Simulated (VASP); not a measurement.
Crystal: LuSb (rocksalt type).

```
Lu Sb
1.0
     0.00000    3.03772    3.03772
     3.03772    0.00000    3.03772
     3.03772    3.03772    0.00000
Lu Sb
1 1
Cartesian
  0.0000 0.0000 0.0000
  3.0377 3.0377 3.0377
```

| Property | Result |
| --- | --- |
| Program | VASP 6.6.1 |
| Task | relaxation of cell and atoms |
| Functional | PBEsol |
| Potentials or basis | VASP PAW PBE potentials, release 64 (Lu, Sb) |
| Cutoff | 600 eV |
| k mesh | 12 × 12 × 12 |
| Occupations | fermi-dirac, width 0.1 eV |
| Spin | no spin polarisation |

At the start: pressure -2.1 GPa; volume 28.03 Å³/atom.

Question: How do energy, volume and symmetry change on relaxing?

Answer: Over 6 steps the energy falls by 6.9 meV/atom and the volume is 27.08 Å³/atom (-3.4 %); space group Fm-3m (No. 225, to 0.1 Å) before and after.

The path:
```
step  energy change (eV)  largest force (eV/Å)  pressure (GPa)  volume (Å³)
   1              0.0000                0.0000           -2.13        56.06
   2             -0.0096                0.0000            1.36        53.09
   3             -0.0139                0.0000            0.12        54.09
   4             -0.0139                0.0000           -0.06        54.19
   5             -0.0139                0.0000           -0.08        54.15
   6             -0.0139                0.0000            0.00        54.15
```

Final structure:
```
CELL_PARAMETERS angstrom
0.00000 3.00278 3.00278
3.00278 0.00000 3.00278
3.00278 3.00278 0.00000
ATOMIC_POSITIONS crystal
Lu 0.00000 0.00000 0.00000
Sb 0.50000 0.50000 0.50000
```

Caveat: the PAW data sets were made with another functional, which shifts forces and pressure a little.
